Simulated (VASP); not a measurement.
Wanted: the native input for a VASP 6.6.1 run.

```
Task                   : single point
Functional             : r2SCAN
Potentials or basis    : VASP PAW PBE potentials, release 64 (Si, O)
Cutoff                 : 520 eV
k mesh                 : 8 × 8 × 8
Occupations            : gaussian, width 0.05 eV
Spin                   : no spin polarisation
Dipole correction      : no
Further INCAR settings : ALGO = Normal; EDIFF = 1e-06; NBANDS = 25
```

The system is SiO2.

```
Si O
1.0
    -2.66422    2.66422    3.15095
     2.66422   -2.66422    3.15095
     2.66422    2.66422   -3.15095
Si O
2 4
Direct
  0.00000 0.00000 0.00000
  0.75000 0.25000 0.50000
  0.97317 0.62500 0.84817
  0.37500 0.22317 0.34817
  0.77683 0.12500 0.15183
  0.87500 0.02683 0.65183
```

This cell differs from its parent crystal: ratio of the length along z to the lengths across it x 0.8, volume and fractional coordinates fixed.

One way to write it, as run:

POSCAR

```
SiO2
1.0
   -2.6642220058      2.6642220058      3.1509531146
    2.6642220058     -2.6642220058      3.1509531146
    2.6642220058      2.6642220058     -3.1509531146
Si O
2 4
Direct
    0.0000000000      0.0000000000      0.0000000000
    0.7500000000      0.2500000000      0.5000000000
    0.9731664815      0.6250000000      0.8481664815
    0.3750000000      0.2231664815      0.3481664815
    0.7768335185      0.1250000000      0.1518335185
    0.8750000000      0.0268335185      0.6518335185
```

INCAR.step1

```
PREC = Accurate
ENCUT = 520
ISMEAR = 0
SIGMA = 0.05
LREAL = False
LASPH = True
NELM = 80
NBANDS = 25
GGA = PE
ALGO = Normal
EDIFF = 1E-4
LWAVE = True
LCHARG = False
```

INCAR.step2

```
PREC = Accurate
ENCUT = 520
EDIFF = 1E-6
ISMEAR = 0
SIGMA = 0.05
LREAL = False
LASPH = True
NELM = 80
ALGO = Normal
ISIF = 2
LWAVE = False
LCHARG = False
METAGGA = R2SCAN
LMIXTAU = True
NBANDS = 25
ISTART = 1
```

KPOINTS

```
Automatic mesh
0
Gamma
  8 8 8
```

Potentials or basis: VASP PAW PBE potentials, release 64 (Si, O).

The run is started by

```sh
$ cat potpaw_PBE.64/Si/POTCAR potpaw_PBE.64/O/POTCAR > POTCAR
$ cp INCAR.step1 INCAR
$ mpirun -np 1 vasp_std > vasp.out
$ cp INCAR.step2 INCAR
$ mpirun -np 1 vasp_std > vasp.out
```

Results of the run:

```yaml
Pressure: -4.2 GPa
Largest_force: 0.392 eV/Å
Band_gap_on_the_k_mesh: 6.18 eV
```

Caveat: the cell stands under tension; the PAW data sets were made with another functional, which shifts forces and pressure a little.

It took 5.4 min on 1 thread of Intel(R) Xeon(R) Platinum 8559C (Emerald Rapids) (shared host), peak memory 0.3 GiB.
